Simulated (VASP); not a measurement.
# Co (Im-3m) in VASP: a series of runs

Co is run at these levels: r2SCAN; tasks: single point.

Everything below comes from runs of VASP 6.6.1. Logs are shortened: lines on timing, memory, paths and dates and some standing lists are left out, and cuts for length are marked.

## Step 1: The cell of the first run

Symmetry: Im-3m, No. 229, cubic system. The conventional cell has a = 2.687 Å, b = 2.687 Å, c = 2.687 Å, α = 90.00°, β = 90.00°, γ = 90.00°. Within 3.1 Å of Co (site symmetry m-3m) lie 14 Co at 2.33 to 2.69 Å.

## Step 2: Single point, r2SCAN, collinear spin, ferromagnetic start (volume scaled by 0.92)

File POSCAR:

```
Co
1.0
    2.6874071017      0.0000000000      0.0000000000
    0.0000000000      2.6874071017      0.0000000000
    0.0000000000      0.0000000000      2.6874071017
Co
2
Direct
    0.0000000000      0.0000000000      0.0000000000
    0.5000000000      0.5000000000      0.5000000000
```

File INCAR.step1:

```
SYSTEM = Co
  ALGO = Normal
  EDIFF = 1E-4
  ENCUT = 520
  GGA = PE
  ISMEAR = -1
  ISPIN = 2
  LASPH = .True.
  LCHARG = .False.
  LMAXMIX = 4
  LREAL = .False.
  LWAVE = .True.
  MAGMOM = -2.01 -2.01
  NBANDS = 20
  NELM = 150
  PREC = Accurate
  SIGMA = 0.05
```

File INCAR.step2:

```
SYSTEM = Co
  ALGO = Normal
  EDIFF = 1E-7
  ENCUT = 520
  ISIF = 2
  ISMEAR = -1
  ISPIN = 2
  ISTART = 1
  LASPH = .True.
  LCHARG = .False.
  LMAXMIX = 4
  LMIXTAU = .True.
  LORBIT = 11
  LREAL = .False.
  LWAVE = .False.
  MAGMOM = -2.01 -2.01
  METAGGA = R2SCAN
  NBANDS = 20
  NELM = 150
  PREC = Accurate
  SIGMA = 0.05
```

File KPOINTS:

```
k-points
0
Gamma
  13 13 13
  0 0 0
```

Potentials or basis: VASP PAW PBE potentials, release 64 (Co).

On the command line:

```sh
> cat potpaw_PBE.64/Co/POTCAR > POTCAR
> cp INCAR.step1 INCAR
> mpirun -np 1 vasp_std > vasp.out
> cp INCAR.step2 INCAR
> mpirun -np 1 vasp_std > vasp.out
```

OUTCAR:

```text
SYSTEM = Co
   EDIFF = 1E-7
   ENCUT = 520
   ISIF = 2
   ISMEAR = -1
   ISPIN = 2
   ISTART = 1
   LASPH = .True.
   LORBIT = 11
   LREAL = .False.
   METAGGA = R2SCAN
   NELM = 150
   PREC = Accurate

 ion  position               nearest neighbor table
   1  0.000  0.000  0.000-   2 2.33   2 2.33   2 2.33   2 2.33   2 2.33   2 2.33   2 2.33   2 2.33

   2  0.500  0.500  0.500-   1 2.33   1 2.33   1 2.33   1 2.33   1 2.33   1 2.33   1 2.33   1 2.33

  LATTYP: Found a simple cubic cell.
 ALAT       =     2.6874071017

  Lattice vectors:

 A1 = (   2.6874071017,   0.0000000000,   0.0000000000)
 A2 = (   0.0000000000,   2.6874071017,   0.0000000000)
 A3 = (   0.0000000000,   0.0000000000,   2.6874071017)

Analysis of symmetry for initial positions (statically):
=====================================================================
 Subroutine PRICEL returns following result:

  LATTYP: Found a body centered cubic cell.
 ALAT       =     2.6874071017

  Lattice vectors:

 A1 = (   1.3437035509,   1.3437035509,  -1.3437035509)
 A2 = (  -1.3437035509,   1.3437035509,   1.3437035509)
 A3 = (   1.3437035509,  -1.3437035509,   1.3437035509)

   2 primitive cells build up your supercell.

 Routine SETGRP: Setting up the symmetry group for a
 simple cubic supercell.

 Subroutine GETGRP returns: Found 48 space group operations
 (whereof 48 operations were pure point group operations)
 out of a pool of 48 trial point group operations.

The static configuration has the point symmetry O_h .

Analysis of symmetry for dynamics (positions and initial velocities):
=====================================================================
 Subroutine PRICEL returns following result:

  LATTYP: Found a body centered cubic cell.
 ALAT       =     2.6874071017

  Lattice vectors:

 A1 = (   1.3437035509,   1.3437035509,  -1.3437035509)
 A2 = (  -1.3437035509,   1.3437035509,   1.3437035509)
 A3 = (   1.3437035509,  -1.3437035509,   1.3437035509)

   2 primitive cells build up your supercell.

 Routine SETGRP: Setting up the symmetry group for a
 simple cubic supercell.

 Subroutine GETGRP returns: Found 48 space group operations
 (whereof 48 operations were pure point group operations)
 out of a pool of 48 trial point group operations.

The dynamic configuration has the point symmetry O_h .

Analysis of structural, dynamic, and magnetic symmetry:
=====================================================================
 Subroutine PRICEL returns following result:

  LATTYP: Found a body centered cubic cell.
 ALAT       =     2.6874071017

  Lattice vectors:

 A1 = (   1.3437035509,   1.3437035509,  -1.3437035509)
 A2 = (  -1.3437035509,   1.3437035509,   1.3437035509)
 A3 = (   1.3437035509,  -1.3437035509,   1.3437035509)

   2 primitive cells build up your supercell.

 Routine SETGRP: Setting up the symmetry group for a
 simple cubic supercell.

 Subroutine GETGRP returns: Found 48 space group operations
 (whereof 48 operations were pure point group operations)
 out of a pool of 48 trial point group operations.

The overall configuration has the point symmetry O_h .

 Subroutine INISYM returns: Found 48 space group operations
 (whereof 48 operations are pure point group operations),
 and found     2 'primitive' translations

----------------------------------------------------------------------------------------

                                     Primitive cell

  volume of cell :       9.7044

  direct lattice vectors                    reciprocal lattice vectors
     1.343703551  1.343703551 -1.343703551     0.372105886  0.372105886  0.000000000
    -1.343703551  1.343703551  1.343703551     0.000000000  0.372105886  0.372105886
     1.343703551 -1.343703551  1.343703551     0.372105886  0.000000000  0.372105886

  length of vectors
     2.327362820  2.327362820  2.327362820     0.526237190  0.526237190  0.526237190

  position of ions in fractional coordinates (direct lattice)
     0.000000000  0.000000000  0.000000000

  ion indices of the primitive-cell ions
   primitive index   ion index
                 1           1

----------------------------------------------------------------------------------------

 KPOINTS: k-points

Automatic generation of k-mesh.
 Grid dimensions read from file:
 generate k-points for:   13   13   13

 Generating k-lattice:

  Cartesian coordinates                     Fractional coordinates (reciprocal lattice)
     0.028623530  0.000000000  0.000000000     0.076923077  0.000000000  0.000000000
     0.000000000  0.028623530  0.000000000     0.000000000  0.076923077  0.000000000
     0.000000000  0.000000000  0.028623530     0.000000000  0.000000000  0.076923077

  Length of vectors
     0.028623530  0.028623530  0.028623530

  Shift w.r.t. Gamma in fractional coordinates (k-lattice)
     0.000000000  0.000000000  0.000000000

 Subroutine IBZKPT returns following result:
 ===========================================

 Found     84 irreducible k-points:

 Following reciprocal coordinates:
            Coordinates               Weight
  0.000000  0.000000  0.000000      1.000000
  0.076923  0.000000  0.000000      6.000000
  0.153846  0.000000  0.000000      6.000000
  0.230769  0.000000  0.000000      6.000000
  0.307692  0.000000  0.000000      6.000000
  0.384615  0.000000  0.000000      6.000000
[... 16 lines left out ...]
  0.307692  0.307692  0.000000     12.000000
  0.384615  0.307692  0.000000     24.000000
 [... further k-points ...]
   k-points           NKPTS =     84   k-points in BZ     NKDIM =     84   number of bands    NBANDS=     20
   number of dos      NEDOS =    301   number of ions     NIONS =      2
   total plane-waves  NPLWV =   8000
   dimension x,y,z NGX =    20 NGY =   20 NGZ =   20
   dimension x,y,z NGXF=    40 NGYF=   40 NGZF=   40
   ions per type =               2
   NGX,Y,Z   is equivalent  to a cutoff of  12.37, 12.37, 12.37 a.u.
   NGXF,Y,Z  is equivalent  to a cutoff of  24.74, 24.74, 24.74 a.u.
 SYSTEM =  Co
   PREC   = accura    normal or accurate (medium, high low for compatibility)
   ISTART =      1    job   : 0-new  1-cont  2-samecut
   ICHARG =      0    charge: 1-file 2-atom 10-const
   ISPIN  =      2    spin polarized calculation?
   LNONCOLLINEAR =      F non collinear calculations
   LSORBIT =      F    spin-orbit coupling
   LASPH  =      T    aspherical Exc in radial PAW
   ENCUT  =  520.0 eV  38.22 Ry    6.18 a.u.   5.00  5.00  5.00*2*pi/ulx,y,z
   NELM   =    150;   NELMIN=  2; NELMDL=  0     # of ELM steps
   EDIFF  = 0.1E-06   stopping-criterion for ELM
   LREAL  =      F    real-space projection
   EDIFFG = 0.1E-05   stopping-criterion for IOM
   NSW    =      0    number of steps for IOM
   IBRION =     -1    ionic relax: 0-MD 1-quasi-New 2-CG
   NFREE  =      0    steps in history (QN), initial steepest desc. (CG)
   ISIF   =      2    stress and relaxation
   ISYM   =      2    0-nonsym 1-usesym 2-fastsym
   POTIM  = 0.5000    time-step for ionic-motion
   TEBEG  =    0.0;   TEEND  =   0.0 temperature during run
   PSTRESS=    0.0 pullay stress
   NELECT =      18.0000    total number of electrons
   NUPDOWN=      -1.0000    fix difference up-down
   EMIN   =  10.00;   EMAX   =-10.00  energy-range for DOS
   EFERMI =   0.00;   METHOD = LEGACY
   ISMEAR =    -1;   SIGMA  =   0.05  broadening in eV -4-tet -1-fermi 0-gaus
   EFERMI_NEDOS =   21; number of points for ismear=-14 and -15
   IALGO  =     38    algorithm
   IMIX   =      4    mixing-type and parameters
     AMIX     =   0.40;   BMIX     =  1.00
     AMIX_MAG =   1.60;   BMIX_MAG =  1.00
  volume/ion in A,a.u.               =       9.70        65.49
  Fermi-wavevector in a.u.,A,eV,Ry     =   1.596488  3.016924 34.678156  2.548773
  Thomas-Fermi vector in A             =   2.694242
   LORBIT       =     11    0 simple, 1 ext, 2 COOP (PROOUT), +10 PAW based schemes
   METAGGA = R2SCAN    functional components
   LHFCALC =     F    Hartree Fock is set to
   AEXX    =    0.0000 exact exchange contribution
   IVDW    =     0    specifies the selected vdW correction
   LEPSILON=     F    determine dielectric tensor
   LRPA    =     F    only Hartree local field effects (RPA)
 spin polarized calculation
  energy-cutoff  :      520.00
  volume of cell :       19.41
 maximum number of plane-waves:       537
 NGX is ok and might be reduce to    20

 number of electron      17.9999992 magnetization      -3.6246171

 Free energy of the ion-electron system (eV)
  ---------------------------------------------------
  ext. energy  EPLUGINS =         0.00000000
  ---------------------------------------------------
  free energy    TOTEN  =       -26.25002492 eV

  energy without entropy =      -26.23566172  energy(sigma->0) =      -26.24284332

 E-fermi :  12.5313     XC(G=0): -15.4446

 val. band max:       12.5173109253   @ k =   0.3846   0.3077   0.1538
 cond. band min:      12.5426859245   @ k =   0.3077   0.3077   0.0000
 fundamental gap:      0.0253749992
 Fermi energy:        12.5313441157

 spin component 1

 k-point     1 :       0.0000    0.0000    0.0000
  band No.  band energies     occupation
      1       1.4533      1.00000
      2       7.7642      1.00000
      3       7.7643      1.00000
      4      10.4406      1.00000
      5      10.4406      1.00000
      6      10.4407      1.00000
[... 12 lines left out ...]
     19      39.7895      0.00000
[... 513 lines left out ...]
      4       9.7212      1.00000
      5       9.9530      1.00000
      6      10.2529      1.00000
[... 12 lines left out ...]
     19      39.9262      0.00000
     20      42.8787      0.00000

 [... further k-points ...]

 spin component 2

 k-point     1 :       0.0000    0.0000    0.0000
  band No.  band energies     occupation
      1       1.9101      1.00000
      2       5.4851      1.00000
      3       5.4851      1.00000
      4       8.4078      1.00000
      5       8.4079      1.00000
      6       8.4079      1.00000
[... 12 lines left out ...]
     19      39.7291      0.00000
[... 513 lines left out ...]
      4       7.8871      1.00000
      5       7.9448      1.00000
      6       8.8954      1.00000
[... 12 lines left out ...]
     19      39.2927      0.00000
     20      42.2779      0.00000

 [... further k-points ...]
[... 5 lines left out ...]
  --------------------------------------------------------------------------------------
  -------------------------------------------------------------------------------------
  Total        4.0395696      4.0395696      4.0395696     -0.0000000      0.0000000     -0.0000000
  in kB      333.4611891    333.4611891    333.4611891     -0.0000000      0.0000000     -0.0000000
  external PRESSURE =     333.4611891 kB  Pullay stress =       0.0000000 kB

 VOLUME and BASIS-vectors are now :
 -----------------------------------------------------------------------------
  energy-cutoff  :      520.00
  volume of cell :       19.41
      direct lattice vectors                 reciprocal lattice vectors
     2.687407102  0.000000000  0.000000000     0.372105886  0.000000000  0.000000000
     0.000000000  2.687407102  0.000000000     0.000000000  0.372105886  0.000000000
     0.000000000  0.000000000  2.687407102     0.000000000  0.000000000  0.372105886

 POSITION                                       TOTAL-FORCE (eV/Angst)
 -----------------------------------------------------------------------------------
      0.00000      0.00000      0.00000        -0.000000     -0.000000     -0.000000
      1.34370      1.34370      1.34370         0.000000      0.000000      0.000000
 -----------------------------------------------------------------------------------
    total drift:                               -0.000000      0.000000      0.000000

  FREE ENERGIE OF THE ION-ELECTRON SYSTEM (eV)
  ---------------------------------------------------
  free  energy   TOTEN  =       -26.2500249232 eV

  energy  without entropy=      -26.2356617171  energy(sigma->0) =      -26.24284332

 total charge

# of ion       s       p       d       tot
------------------------------------------
    1        0.562   0.685   7.289   8.536
    2        0.562   0.685   7.289   8.536
--------------------------------------------------
tot          1.124   1.370  14.578  17.073

 magnetization (x)

# of ion       s       p       d       tot
------------------------------------------
    1       -0.003   0.070  -1.914  -1.847
    2       -0.003   0.070  -1.914  -1.847
--------------------------------------------------
tot         -0.006   0.140  -3.827  -3.694
```

Run time: 80 s. Hardware: 1 thread of Intel Xeon 6975P-C (Granite Rapids), shared host; peak memory 0.16 GiB.

Results:

```yaml
Free_energy: -26.2500 eV
Pressure: 33.3 GPa
Net_moment: -3.62 μB per cell
Site_moments: Co -1.85 μB
Valence_electrons_inside_the_program's_atomic_spheres: Co 8.54
```

Caveat: the PAW data sets were made with another functional, which shifts forces and pressure a little.

## Step 3: Single point, r2SCAN, collinear spin, ferromagnetic start

This run uses another cell than the first one: it holds 1 atom, not 2.

File POSCAR:

```
Co
1.0
   -1.3991784598      1.3991784598      1.3991784598
    1.3991784598     -1.3991784598      1.3991784598
    1.3991784598      1.3991784598     -1.3991784598
Co
1
Direct
    0.0000000000      0.0000000000      0.0000000000
```

File INCAR.step1:

```
ALGO = Normal
EDIFF = 1E-4
ENCUT = 520
GGA = PE
ISMEAR = -1
ISPIN = 2
LASPH = True
LCHARG = False
LMAXMIX = 4
LREAL = False
LWAVE = True
MAGMOM = 1.7
NBANDS = 14
NELM = 150
PREC = Accurate
SIGMA = 0.05
```

File INCAR.step2:

```
ALGO = Normal
EDIFF = 1E-7
ENCUT = 520
ISIF = 2
ISMEAR = -1
ISPIN = 2
ISTART = 1
LASPH = True
LCHARG = True
LELF = True
LMAXMIX = 4
LMIXTAU = True
LORBIT = 11
LREAL = False
LVHAR = True
LWAVE = False
MAGMOM = 1.7
METAGGA = R2SCAN
NBANDS = 14
NELM = 150
PREC = Accurate
SIGMA = 0.05
```

File KPOINTS:

```
k-points
0
Gamma
  16 16 16
```

Potentials or basis: VASP PAW PBE potentials, release 64 (Co).

On the command line:

```sh
> cat potpaw_PBE.64/Co/POTCAR > POTCAR
> cp INCAR.step1 INCAR
> mpirun -np 1 vasp_std > vasp.out
> cp INCAR.step2 INCAR
> mpirun -np 1 vasp_std > vasp.out
```

OUTCAR:

```text
EDIFF = 1E-7
   ENCUT = 520
   ISIF = 2
   ISMEAR = -1
   ISPIN = 2
   ISTART = 1
   LASPH = True
   LORBIT = 11
   LREAL = False
   METAGGA = R2SCAN
   NELM = 150
   PREC = Accurate

 ion  position               nearest neighbor table
   1  0.000  0.000  0.000-

  LATTYP: Found a body centered cubic cell.
 ALAT       =     2.7983569196

  Lattice vectors:

 A1 = (  -1.3991784598,   1.3991784598,   1.3991784598)
 A2 = (   1.3991784598,  -1.3991784598,   1.3991784598)
 A3 = (   1.3991784598,   1.3991784598,  -1.3991784598)

Analysis of symmetry for initial positions (statically):
=====================================================================
 Subroutine PRICEL returns:
 Original cell was already a primitive cell.

 Routine SETGRP: Setting up the symmetry group for a
 body centered cubic supercell.

 Subroutine GETGRP returns: Found 48 space group operations
 (whereof 48 operations were pure point group operations)
 out of a pool of 48 trial point group operations.

[... 596 lines left out ...]
      1       0.3659      1.00000
      2       8.8361      1.00000
      3       8.8363      1.00000
      4       8.8363      1.00000
      5      11.5754      0.00000
      6      11.5755      0.00000
      7      36.6612      0.00000
      8      36.6613      0.00000
      9      36.6613      0.00000
     10      42.4823      0.00000
     11      42.4823      0.00000
     12      44.6587      0.00000
     13      44.6587      0.00000
     14      44.6588      0.00000
[... 379 lines left out ...]
      3       8.0840      1.00000
      4      10.9931      0.00212
      5      11.4777      0.00000
      6      12.2745      0.00000
      7      22.9630      0.00000
      8      25.2011      0.00000
      9      31.8199      0.00000
     10      37.6874      0.00000
     11      42.0217      0.00000
     12      46.4472      0.00000
     13      49.5165      0.00000
     14      51.0994      0.00000

 [... further k-points ...]
[... 5 lines left out ...]
  --------------------------------------------------------------------------------------
  -------------------------------------------------------------------------------------
  Total       -0.0022568     -0.0022568     -0.0022568      0.0000000      0.0000000      0.0000000
  in kB       -0.3300009     -0.3300009     -0.3300009      0.0000000      0.0000000      0.0000000
  external PRESSURE =      -0.3300009 kB  Pullay stress =       0.0000000 kB

 VOLUME and BASIS-vectors are now :
 -----------------------------------------------------------------------------
  energy-cutoff  :      520.00
  volume of cell :       10.96
      direct lattice vectors                 reciprocal lattice vectors
    -1.399178460  1.399178460  1.399178460     0.000000000  0.357352557  0.357352557
     1.399178460 -1.399178460  1.399178460     0.357352557  0.000000000  0.357352557
     1.399178460  1.399178460 -1.399178460     0.357352557  0.357352557  0.000000000

 POSITION                                       TOTAL-FORCE (eV/Angst)
 -----------------------------------------------------------------------------------
      0.00000      0.00000      0.00000         0.000000      0.000000      0.000000
 -----------------------------------------------------------------------------------
    total drift:                                0.000000     -0.000000      0.000000

  FREE ENERGIE OF THE ION-ELECTRON SYSTEM (eV)
  ---------------------------------------------------
  free  energy   TOTEN  =       -13.2453796264 eV

  energy  without entropy=      -13.2384276921  energy(sigma->0) =      -13.24190366

 total charge

# of ion       s       p       d       tot
------------------------------------------
    1        0.509   0.574   7.185   8.268

 magnetization (x)

# of ion       s       p       d       tot
------------------------------------------
    1        0.005  -0.065   2.020   1.960
```

OUTCAR.step1:

```text
EDIFF = 1E-4
   ENCUT = 520
   GGA = PE
   ISMEAR = -1
   ISPIN = 2
   LASPH = True
[... 1051 lines left out ...]
 POSITION                                       TOTAL-FORCE (eV/Angst)
 -----------------------------------------------------------------------------------
      0.00000      0.00000      0.00000         0.000000     -0.000000     -0.000000
 -----------------------------------------------------------------------------------
    total drift:                                0.000000     -0.000000      0.000000

  FREE ENERGIE OF THE ION-ELECTRON SYSTEM (eV)
  ---------------------------------------------------
  free  energy   TOTEN  =        -6.9511095010 eV

  energy  without entropy=       -6.9371058359  energy(sigma->0) =       -6.94410767
```

OSZICAR.step1:

```text
N       E                     dE             d eps       ncg     rms          rms(c)
DAV:   1     0.281097797875E+02    0.28110E+02   -0.38092E+03  8488   0.767E+02
DAV:   2    -0.669844661670E+01   -0.34808E+02   -0.32395E+02  8864   0.148E+02
DAV:   3    -0.791344525990E+01   -0.12150E+01   -0.12058E+01 10142   0.288E+01
DAV:   4    -0.792199827180E+01   -0.85530E-02   -0.85512E-02 10034   0.223E+00
DAV:   5    -0.792212501437E+01   -0.12674E-03   -0.12674E-03 10652   0.252E-01    0.105E+01
DAV:   6    -0.712308431453E+01    0.79904E+00   -0.11424E+01 11228   0.385E+01    0.469E+00
DAV:   7    -0.696920106623E+01    0.15388E+00   -0.12378E+00  9818   0.117E+01    0.270E+00
DAV:   8    -0.695772577350E+01    0.11475E-01   -0.16415E-02 10710   0.944E-01    0.142E+00
DAV:   9    -0.695091121782E+01    0.68146E-02   -0.87736E-03 12282   0.698E-01    0.312E-01
DAV:  10    -0.695109887725E+01   -0.18766E-03   -0.96793E-04 10490   0.271E-01    0.898E-02
DAV:  11    -0.695110950103E+01   -0.10624E-04   -0.99151E-05  6412   0.976E-02
   1 F= -.69511095E+01 E0= -.69441077E+01  d E =-.140037E-01  mag=     1.7334
```

Run time: 3 min. Hardware: 1 thread of AMD EPYC 7R43 (Zen 3), shared host; peak memory 0.11 GiB.

Results:

* Free energy: -13.2454 eV
* Pressure: 0.0 GPa
* Net moment: 1.90 μB per cell
* Site moments: Co +1.96 μB
* Valence electrons inside the program's atomic spheres: Co 8.27

Caveat: the PAW data sets were made with another functional, which shifts forces and pressure a little.

(Continued in part 2 of 2.)
